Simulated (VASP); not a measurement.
Set up this calculation in VASP 6.6.1, as the native input.

```
Task                   : single point
Functional             : PBEsol
Potentials or basis    : VASP PAW PBE potentials, release 64 (V_sv)
Cutoff                 : 520 eV
k mesh                 : 12 × 12 × 6
Occupations            : fermi-dirac, width 0.05 eV
Spin                   : collinear spin, ferromagnetic start
Starting moments       : [2.0, 2.0] μB
Dipole correction      : no
Further INCAR settings : ALGO = Normal; EDIFF = 1e-07; NBANDS = 24
```

The structure of V lies in POSCAR:

```
V
1.0
    2.6553716605      0.0000000000      0.0000000000
   -1.3276858302      2.2996193144      0.0000000000
    0.0000000000      0.0000000000      4.8159739502
V
2
Direct
    0.3333333333      0.6666666667      0.2500000000
    0.6666666667      0.3333333333      0.7500000000
```

This isn't the form of V at room conditions, which is bcc.

These files were run (other wordings do the same):

INCAR

```
SYSTEM = V
  PREC = Accurate
  ENCUT = 520
  EDIFF = 1E-7
  ISMEAR = -1
  SIGMA = 0.05
  LREAL = .False.
  LASPH = .True.
  NELM = 150
  ALGO = Normal
  ISIF = 2
  LWAVE = .False.
  LCHARG = .False.
  ISPIN = 2
  MAGMOM = 2 2
  LORBIT = 11
  LMAXMIX = 4
  GGA = PS
  NBANDS = 24
```

KPOINTS

```
regular mesh
0
Gamma
  12 12 6
  0 0 0
```

Potentials or basis: VASP PAW PBE potentials, release 64 (V_sv).

Launch:

```console
$ cat potpaw_PBE.64/V_sv/POTCAR > POTCAR
$ mpirun -np 1 vasp_std > vasp.out
```

Results of the run:

- Pressure: -15.3 GPa
- Band gap on the k mesh: zero (filled and empty bands overlap)
- Net moment: 0.00 μB per cell
- Valence electrons inside the program's atomic spheres: V 11.54

Caveat: the cell stands under tension; the moments typed at the start vanished in this run; the PAW data sets were made with another functional, which shifts forces and pressure a little.

Run time: 2.7 min on 1 thread of Intel Xeon 8259CL (shared host), peak memory 0.2 GiB.
